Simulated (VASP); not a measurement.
Wanted: the native input for a VASP 6.6.1 run.

```yaml
Task: dielectric tensor
Functional: LDA
Potentials_or_basis: VASP PAW LDA potentials, release 64 (Mg, O)
Cutoff: 520 eV
k_mesh: 11 × 11 × 11
Occupations: gaussian, width 0.01 eV
Spin: no spin polarisation
Dipole_correction: no
Further_INCAR_settings: ALGO = Normal; EDIFF = 1e-08
```

The structure of MgO lies in POSCAR:

```
MgO
1.0
    0.0000000000      2.0970013927      2.0970013927
    2.0970013927      0.0000000000      2.0970013927
    2.0970013927      2.0970013927      0.0000000000
Mg O
1 1
Direct
    0.0000000000      0.0000000000      0.0000000000
    0.5000000000      0.5000000000      0.5000000000
```

These files were run (other wordings do the same):

INCAR

```
ALGO = Normal ; EDIFF = 1E-8
ENCUT = 520 ; GGA = CA
ISIF = 2 ; ISMEAR = 0
LASPH = T ; LCHARG = F
LEPSILON = T ; LREAL = F
LWAVE = F ; NELM = 100
PREC = Accurate ; SIGMA = 0.01
```

KPOINTS

```
k-points
0
Gamma
  11 11 11
```

Potentials or basis: VASP PAW LDA potentials, release 64 (Mg, O).

The run is started by

```bash
$ cat potpaw_LDA.64/Mg/POTCAR potpaw_LDA.64/O/POTCAR > POTCAR
$ mpirun -np 1 vasp_std > vasp.out
```

It gave:

| Quantity | Value |
| --- | --- |
| Band gap on the k mesh | 4.78 eV, direct |
| Electronic dielectric tensor (diagonal) | 3.13 |
| Born charges (mean of the diagonal) | Mg +1.96; O -1.96 e |

It took 97 s on 1 thread of Intel Xeon 8259CL, on a shared host, peak memory 0.19 GiB.
